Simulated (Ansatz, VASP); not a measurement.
Na: VASP beside Ansatz

```
Na
1.0
    -2.24455    2.24455    2.11750
     2.24455   -2.24455    2.11750
     2.24455    2.24455   -2.11750
Na
1
Cartesian
  0.0000 0.0000 0.0000
```

Change from the starting cell: strain +0.0600 x Voigt [1, 1, 0, 0, 0, 0], atoms carried along.

Alike in both runs: task single point; functional PBEsol; k mesh 16 × 16 × 16; occupations gaussian, width 0.15 eV; no spin polarisation.

|  | VASP | Ansatz |
| --- | --- | --- |
| version | VASP 6.6.1 | Ansatz 0.2.0 |
| potentials or method | VASP PAW PBE potentials, release 64 (Na_pv), cutoff 520 eV | scalar-relativistic, plane waves, PAW |
| valence electrons in the cell | 7 | 9 |

|  | VASP | Ansatz | Ansatz less VASP |
| --- | --- | --- | --- |
| gap on the k mesh at the Fermi level (eV) | none | none | - |
| pressure (GPa) | -0.9 | -0.9 | 0.00 |
| traceless stress, the component that is largest in VASP (GPa) | 0.06 | 0.07 | 0.000 |

VASP's potentials were made for PBE, not for PBEsol. A gap of «none» marks a metal or a gap that the smearing closes. VASP's potentials hold 7 valence electrons a cell and Ansatz's 9, so a difference there can come from the potentials and not from the codes.
